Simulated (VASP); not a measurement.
A run of VASP 6.6.1 is set up as follows.

INCAR

```
SYSTEM = SiC
  PREC = Accurate
  ENCUT = 520
  EDIFF = 1E-7
  ISMEAR = 0
  SIGMA = 0.05
  LREAL = .False.
  LASPH = .True.
  NELM = 60
  ALGO = Normal
  ISIF = 2
  LWAVE = .False.
  LCHARG = .True.
  GGA = PE
  LELF = .True.
  LVHAR = .True.
  NBANDS = 11
```

The input KPOINTS:

```
Automatic mesh
0
Gamma
  12 12 12
  0 0 0
```

POSCAR

```
SiC
1.0
    0.0000000000      2.2371610340      2.2371610340
    2.2371610340      0.0000000000      2.2371610340
    2.1445425672      2.1445425672      0.0926184668
Si C
1 1
Direct
    0.0000000000      0.0000000000      0.0000000000
    0.7500000000      0.7500000000      0.7500000000
```

Potentials or basis: VASP PAW PBE potentials, release 64 (Si, C).

Command:

```sh
$ cat potpaw_PBE.64/Si/POTCAR potpaw_PBE.64/C/POTCAR > POTCAR
$ mpirun -np 1 vasp_std > vasp.out
```

(1) What does it give for the pressure?

(2) Predict the band gap on the k mesh.

(3) Predict the largest force.

Results:

(1) 1.2 GPa.

(2) 1.12 eV, indirect (least direct gap 4.09 eV).

(3) 0.780 eV/Å.
